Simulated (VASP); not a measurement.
Wanted: the native input for a VASP 6.6.1 run.

```
Task                   : electric field gradients
Functional             : PBE
Potentials or basis    : VASP PAW PBE potentials, release 64 (Si)
Cutoff                 : 520 eV
k mesh                 : 16 × 16 × 11
Occupations            : fermi-dirac, width 0.08 eV
Spin                   : no spin polarisation
Dipole correction      : no
Further INCAR settings : ALGO = Normal; EDIFF = 1e-08; NBANDS = 11; ISYM = 0
```

The structure of Si lies in POSCAR:

```
Si
1.0
   -2.2732885782      2.3919520203      1.2876245834
    2.2732885782     -2.3919520203      1.2876245834
    2.2732885782      2.3919520203     -1.2876245834
Si
2
Direct
    0.8070000000      0.5570000000      0.2500000000
    0.1930000000      0.4430000000      0.7500000000
```

These files were run (other wordings do the same):

INCAR

```
PREC = Accurate
ENCUT = 520
EDIFF = 1E-8
ISMEAR = -1
SIGMA = 0.08
LREAL = F
LASPH = T
NELM = 80
ALGO = Normal
ISIF = 2
LWAVE = F
LCHARG = F
GGA = PE
LEFG = T
ISYM = 0
NBANDS = 11
```

KPOINTS

```
Automatic mesh
0
Gamma
  16 16 11
```

Potentials or basis: VASP PAW PBE potentials, release 64 (Si).

Run with:

```sh
$ cat potpaw_PBE.64/Si/POTCAR > POTCAR
$ mpirun -np 1 vasp_std > vasp.out
```

Results of the run:

```
Pressure                                : 10.9 GPa
Largest force                           : 0.026 eV/Å
Band gap on the k mesh                  : zero (bands 4 and 5 overlap by 7.31 eV)
Largest electric field gradient by atom : Si -25.9 V/Å²
```

Caveat: the cell stands under pressure; without QUAD_EFG the Cq values of the log hold for a quadrupole moment of 1 mb, not for the nuclei.

Wall time 8.2 min on 1 thread of Oxide Virtual Turin-like Processor (shared host), peak memory 0.4 GiB.
